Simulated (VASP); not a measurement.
Write the native input for VASP 6.6.1 that does the following.

| Quantity | Value |
| --- | --- |
| Task | single point |
| Functional | LDA |
| Potentials or basis | VASP PAW LDA potentials, release 64 (Cd, H, O) |
| Cutoff | 520 eV |
| k mesh | 4 × 3 × 3 |
| Occupations | fermi-dirac, width 0.05 eV |
| Spin | no spin polarisation |
| Dipole correction | no |
| Further INCAR settings | ALGO = Normal; EDIFF = 1e-07; NBANDS = 37 |

The structure of CdH2O2 lies in POSCAR:

```
CdH2O2
1.0
   -0.1256480000      0.0322180000      3.4187590000
    5.6688520000     -0.1637020000     -0.0587090000
    2.6238680000      5.2278680000      1.7245000000
Cd H O
2 4 4
Direct
    0.8463208623      0.8561645770      0.3003528567
    0.1538023079      0.1509356427      0.6989128769
    0.1996423802      0.6377336585      0.6979405749
    0.8466152757      0.3386797587      0.3279582237
    0.7652342999      0.5018820828      0.0059915021
    0.2418255586      0.6487454152     -0.0081276371
    0.5062313334      0.1224595662     -0.0051600165
    0.2326478350      0.5955525156      0.5541394102
    0.7870781039      0.1560984541      0.4282748812
    0.9509433867      0.6773983499      0.9916608397
```

One way to write it, as run:

INCAR

```
SYSTEM = CdH2O2
  ALGO = Normal
  EDIFF = 1E-7
  ENCUT = 520
  GGA = CA
  ISIF = 2
  ISMEAR = -1
  LASPH = .True.
  LCHARG = .True.
  LELF = .True.
  LREAL = .False.
  LVHAR = .True.
  LWAVE = .False.
  NBANDS = 37
  NELM = 60
  PREC = Accurate
  SIGMA = 0.05
```

KPOINTS

```
k-points
0
Gamma
  4 3 3
  0 0 0
```

Potentials or basis: VASP PAW LDA potentials, release 64 (Cd, H, O).

Command:

```bash
$ cat potpaw_LDA.64/Cd/POTCAR potpaw_LDA.64/H/POTCAR potpaw_LDA.64/O/POTCAR > POTCAR
$ mpirun -np 1 vasp_std > vasp.out
```

Results of the run:

```
Pressure      : -5.8 GPa
Largest force : 2.537 eV/Å
```

Caveat: the k points lie up to 0.49 Å⁻¹ apart; forces of over 1 eV/Å act on the atoms, so gaps and moduli don't describe the material at rest.

It took 82 s on 1 thread of Intel(R) Xeon(R) Platinum 8375C CPU @ 2.90GHz (Ice Lake), with other jobs on the host, peak memory 0.22 GiB.
